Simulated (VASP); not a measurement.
# AlCo (Pm-3m) in VASP: further runs

The runs below take AlCo through single point, with PBE.

Everything below comes from runs of VASP 6.6.1. Logs are shortened: lines on timing, memory, paths and dates and some standing lists are left out, and cuts for length are marked.

## Step 1: The cell of the first run

The structure is cubic, space group Pm-3m (No. 221). Conventional cell: a = 2.843 Å, b = 2.843 Å, c = 2.843 Å, α = 90.00°, β = 90.00°, γ = 90.00°. Al (site symmetry m-3m) has 8 Co at 2.46 Å and 6 Al at 2.84 Å within 3.3 Å. Co (site symmetry m-3m) has 8 Al at 2.46 Å and 6 Co at 2.84 Å within 3.3 Å.

## Step 2: Single point, PBE, collinear spin, ferromagnetic start

Input file INCAR:

```
SYSTEM = AlCo
PREC = Accurate
ENCUT = 520
EDIFF = 1E-6
ISMEAR = 1
SIGMA = 0.1
LREAL = .False.
LASPH = .True.
NELM = 150
ALGO = Normal
ISIF = 2
LWAVE = .False.
LCHARG = .True.
ISPIN = 2
MAGMOM = 0 3.2
LORBIT = 11
LMAXMIX = 4
GGA = PE
LELF = .True.
LVHAR = .True.
NBANDS = 17
```

Input file KPOINTS:

```
regular mesh
0
Gamma
  10 10 10
  0 0 0
```

Input file POSCAR:

```
AlCo
1.0
    2.8427049079      0.0000000000      0.0000000000
    0.0000000000      2.8427049079      0.0000000000
    0.0000000000      0.0000000000      2.8427049079
Al Co
1 1
Direct
    0.0000000000      0.0000000000      0.0000000000
    0.5000000000      0.5000000000      0.5000000000
```

Potentials or basis: VASP PAW PBE potentials, release 64 (Al, Co).

The run is started by

```console
cat potpaw_PBE.64/Al/POTCAR potpaw_PBE.64/Co/POTCAR > POTCAR
mpirun -np 1 vasp_std > vasp.out
```

OUTCAR:

```text
SYSTEM = AlCo
   PREC = Accurate
   ENCUT = 520
   EDIFF = 1E-6
   ISMEAR = 1
   LREAL = .False.
   LASPH = .True.
   NELM = 150
   ISIF = 2
   ISPIN = 2
   LORBIT = 11
   GGA = PE

 ion  position               nearest neighbor table
   1  0.000  0.000  0.000-   2 2.46   2 2.46   2 2.46   2 2.46   2 2.46   2 2.46   2 2.46   2 2.46

   2  0.500  0.500  0.500-   1 2.46   1 2.46   1 2.46   1 2.46   1 2.46   1 2.46   1 2.46   1 2.46

  LATTYP: Found a simple cubic cell.
 ALAT       =     2.8427049079

  Lattice vectors:

 A1 = (   2.8427049079,   0.0000000000,   0.0000000000)
 A2 = (   0.0000000000,   2.8427049079,   0.0000000000)
 A3 = (   0.0000000000,   0.0000000000,   2.8427049079)

Analysis of symmetry for initial positions (statically):
=====================================================================
 Subroutine PRICEL returns:
 Original cell was already a primitive cell.

 Routine SETGRP: Setting up the symmetry group for a
 simple cubic supercell.

 Subroutine GETGRP returns: Found 48 space group operations
 (whereof 48 operations were pure point group operations)
 out of a pool of 48 trial point group operations.

The static configuration has the point symmetry O_h .

Analysis of symmetry for dynamics (positions and initial velocities):
=====================================================================
 Subroutine PRICEL returns:
 Original cell was already a primitive cell.

 Routine SETGRP: Setting up the symmetry group for a
 simple cubic supercell.

 Subroutine GETGRP returns: Found 48 space group operations
 (whereof 48 operations were pure point group operations)
 out of a pool of 48 trial point group operations.

The dynamic configuration has the point symmetry O_h .

Analysis of structural, dynamic, and magnetic symmetry:
=====================================================================
 Subroutine PRICEL returns:
 Original cell was already a primitive cell.

 Routine SETGRP: Setting up the symmetry group for a
 simple cubic supercell.

 Subroutine GETGRP returns: Found 48 space group operations
 (whereof 48 operations were pure point group operations)
 out of a pool of 48 trial point group operations.

The overall configuration has the point symmetry O_h .

 Subroutine INISYM returns: Found 48 space group operations
 (whereof 48 operations are pure point group operations),
 and found     1 'primitive' translations

----------------------------------------------------------------------------------------

                                     Primitive cell

  volume of cell :      22.9718

  direct lattice vectors                    reciprocal lattice vectors
     2.842704908  0.000000000  0.000000000     0.351777632  0.000000000  0.000000000
     0.000000000  2.842704908  0.000000000     0.000000000  0.351777632  0.000000000
     0.000000000  0.000000000  2.842704908     0.000000000  0.000000000  0.351777632

  length of vectors
     2.842704908  2.842704908  2.842704908     0.351777632  0.351777632  0.351777632

  position of ions in fractional coordinates (direct lattice)
     0.000000000  0.000000000  0.000000000
     0.500000000  0.500000000  0.500000000

  ion indices of the primitive-cell ions
   primitive index   ion index
                 1           1
                 2           2

----------------------------------------------------------------------------------------

 KPOINTS: regular mesh

Automatic generation of k-mesh.
 Grid dimensions read from file:
 generate k-points for:   10   10   10

 Generating k-lattice:

  Cartesian coordinates                     Fractional coordinates (reciprocal lattice)
     0.035177763  0.000000000  0.000000000     0.100000000  0.000000000  0.000000000
     0.000000000  0.035177763  0.000000000     0.000000000  0.100000000  0.000000000
     0.000000000  0.000000000  0.035177763     0.000000000  0.000000000  0.100000000

  Length of vectors
     0.035177763  0.035177763  0.035177763

  Shift w.r.t. Gamma in fractional coordinates (k-lattice)
     0.000000000  0.000000000  0.000000000

 Subroutine IBZKPT returns following result:
 ===========================================

 Found     56 irreducible k-points:

 Following reciprocal coordinates:
            Coordinates               Weight
  0.000000  0.000000  0.000000      1.000000
  0.100000  0.000000  0.000000      6.000000
  0.200000  0.000000  0.000000      6.000000
  0.300000  0.000000  0.000000      6.000000
  0.400000  0.000000  0.000000      6.000000
  0.500000  0.000000  0.000000      3.000000
[... 16 lines left out ...]
  0.200000  0.100000  0.100000     24.000000
  0.300000  0.100000  0.100000     24.000000
 [... further k-points ...]
   k-points           NKPTS =     56   k-points in BZ     NKDIM =     56   number of bands    NBANDS=     17
   number of dos      NEDOS =    301   number of ions     NIONS =      2
   total plane-waves  NPLWV =  13824
   dimension x,y,z NGX =    24 NGY =   24 NGZ =   24
   dimension x,y,z NGXF=    48 NGYF=   48 NGZF=   48
   ions per type =               1   1
   NGX,Y,Z   is equivalent  to a cutoff of  14.04, 14.04, 14.04 a.u.
   NGXF,Y,Z  is equivalent  to a cutoff of  28.07, 28.07, 28.07 a.u.
 SYSTEM =  AlCo
   PREC   = accura    normal or accurate (medium, high low for compatibility)
   ISTART =      0    job   : 0-new  1-cont  2-samecut
   ICHARG =      2    charge: 1-file 2-atom 10-const
   ISPIN  =      2    spin polarized calculation?
   LNONCOLLINEAR =      F non collinear calculations
   LSORBIT =      F    spin-orbit coupling
   LASPH  =      T    aspherical Exc in radial PAW
   ENCUT  =  520.0 eV  38.22 Ry    6.18 a.u.   5.29  5.29  5.29*2*pi/ulx,y,z
   NELM   =    150;   NELMIN=  2; NELMDL= -5     # of ELM steps
   EDIFF  = 0.1E-05   stopping-criterion for ELM
   LREAL  =      F    real-space projection
   EDIFFG = 0.1E-04   stopping-criterion for IOM
   NSW    =      0    number of steps for IOM
   IBRION =     -1    ionic relax: 0-MD 1-quasi-New 2-CG
   NFREE  =      0    steps in history (QN), initial steepest desc. (CG)
   ISIF   =      2    stress and relaxation
   ISYM   =      2    0-nonsym 1-usesym 2-fastsym
   POTIM  = 0.5000    time-step for ionic-motion
   TEBEG  =    0.0;   TEEND  =   0.0 temperature during run
   PSTRESS=    0.0 pullay stress
   NELECT =      12.0000    total number of electrons
   NUPDOWN=      -1.0000    fix difference up-down
   EMIN   =  10.00;   EMAX   =-10.00  energy-range for DOS
   EFERMI =   0.00;   METHOD = LEGACY
   ISMEAR =     1;   SIGMA  =   0.10  broadening in eV -4-tet -1-fermi 0-gaus
   EFERMI_NEDOS =   21; number of points for ismear=-14 and -15
   IALGO  =     38    algorithm
   IMIX   =      4    mixing-type and parameters
     AMIX     =   0.40;   BMIX     =  1.00
     AMIX_MAG =   1.60;   BMIX_MAG =  1.00
  volume/ion in A,a.u.               =      11.49        77.51
  Fermi-wavevector in a.u.,A,eV,Ry     =   1.318470  2.491546 23.651853  1.738362
  Thomas-Fermi vector in A             =   2.448437
   LORBIT       =     11    0 simple, 1 ext, 2 COOP (PROOUT), +10 PAW based schemes
   GGA     = PE    functional components
   LHFCALC =     F    Hartree Fock is set to
   AEXX    =    0.0000 exact exchange contribution
   IVDW    =     0    specifies the selected vdW correction
   LEPSILON=     F    determine dielectric tensor
   LRPA    =     F    only Hartree local field effects (RPA)
 spin polarized calculation
 Methfessel and Paxton  Order N= 1 SIGMA  =   0.10
  energy-cutoff  :      520.00
  volume of cell :       22.97
 maximum number of plane-waves:       638
 NGX is ok and might be reduce to    24
   NGX = 11   NGY = 11   NGZ = 11

 number of electron      11.9999995 magnetization       0.0001477

 Free energy of the ion-electron system (eV)
  ---------------------------------------------------
  ext. energy  EPLUGINS =         0.00000000
  ---------------------------------------------------
  free energy    TOTEN  =       -11.98925717 eV

  energy without entropy =      -11.99087267  energy(sigma->0) =      -11.98979567

 E-fermi :  10.6829     XC(G=0): -12.3030

 val. band max:       10.6146799032   @ k =   0.5000   0.4000   0.1000
 cond. band min:      10.7348498964   @ k =   0.5000   0.3000   0.0000
 fundamental gap:      0.1201699932
 Fermi energy:        10.6828933767

 spin component 1

 k-point     1 :       0.0000    0.0000    0.0000
  band No.  band energies     occupation
      1      -0.4485      1.00000
      2       7.6767      1.00000
      3       7.6767      1.00000
      4       9.8162      1.00000
      5       9.8162      1.00000
      6       9.8162      1.00000
[... 9 lines left out ...]
     16      34.3927      0.00000
     17      34.3927      0.00000
[... 441 lines left out ...]
 k-point    24 :       0.3000    0.1000    0.1000
  band No.  band energies     occupation
      1       1.5787      1.00000
      2       6.9928      1.00000
      3       8.0713      1.00000
      4       9.0671      1.00000
      5       9.1650      1.00000
      6       9.7046      1.00000
[... 9 lines left out ...]
     16      31.5821      0.00000
     17      32.7437      0.00000

 [... further k-points ...]

 spin component 2

 k-point     1 :       0.0000    0.0000    0.0000
  band No.  band energies     occupation
      1      -0.4486      1.00000
      2       7.6769      1.00000
      3       7.6769      1.00000
      4       9.8165      1.00000
      5       9.8165      1.00000
      6       9.8165      1.00000
[... 9 lines left out ...]
     16      34.3926      0.00000
     17      34.3926      0.00000
[... 441 lines left out ...]
 k-point    24 :       0.3000    0.1000    0.1000
  band No.  band energies     occupation
      1       1.5786      1.00000
      2       6.9929      1.00000
      3       8.0716      1.00000
      4       9.0673      1.00000
      5       9.1653      1.00000
      6       9.7049      1.00000
[... 9 lines left out ...]
     16      31.5821      0.00000
     17      32.7436      0.00000

 [... further k-points ...]

------------------------ aborting loop because EDIFF is reached ----------------------------------------

  FORCE on cell =-STRESS in cart. coord.  units (eV):
  Direction    XX          YY          ZZ          XY          YZ          ZX
  --------------------------------------------------------------------------------------
  -------------------------------------------------------------------------------------
  Total        0.2309583      0.2309583      0.2309583      0.0000000      0.0000000     -0.0000000
  in kB       16.1082674     16.1082674     16.1082674      0.0000000      0.0000000     -0.0000000
  external PRESSURE =      16.1082674 kB  Pullay stress =       0.0000000 kB

 VOLUME and BASIS-vectors are now :
 -----------------------------------------------------------------------------
  energy-cutoff  :      520.00
  volume of cell :       22.97
      direct lattice vectors                 reciprocal lattice vectors
     2.842704908  0.000000000  0.000000000     0.351777632  0.000000000  0.000000000
     0.000000000  2.842704908  0.000000000     0.000000000  0.351777632  0.000000000
     0.000000000  0.000000000  2.842704908     0.000000000  0.000000000  0.351777632

 POSITION                                       TOTAL-FORCE (eV/Angst)
 -----------------------------------------------------------------------------------
      0.00000      0.00000      0.00000         0.000000      0.000000      0.000000
      1.42135      1.42135      1.42135         0.000000      0.000000      0.000000
 -----------------------------------------------------------------------------------
    total drift:                                0.000000     -0.000000     -0.000000

  FREE ENERGIE OF THE ION-ELECTRON SYSTEM (eV)
  ---------------------------------------------------
  free  energy   TOTEN  =       -11.9892571665 eV

  energy  without entropy=      -11.9908726689  energy(sigma->0) =      -11.98979567

 total charge

# of ion       s       p       d       tot
------------------------------------------
    1        0.395   0.431   0.000   0.827
    2        0.436   0.516   7.511   8.463
--------------------------------------------------
tot          0.832   0.947   7.511   9.290

 magnetization (x)

# of ion       s       p       d       tot
------------------------------------------
    1       -0.000  -0.000   0.000  -0.000
    2       -0.000  -0.000   0.000   0.000
--------------------------------------------------
tot         -0.000  -0.000   0.000   0.000
```

Wall time 76 s (1 thread of Intel Xeon 8259CL, shared host); peak memory 0.17 GiB.

Results:

```yaml
Free_energy: -11.9893 eV
Pressure: 1.6 GPa
Band_gap_on_the_k_mesh: zero (filled and empty bands overlap)
Net_moment: 0.00 μB per cell
Valence_electrons_inside_the_program's_atomic_spheres: Al 0.83; Co 8.46
```

[end of part 1 of 2]
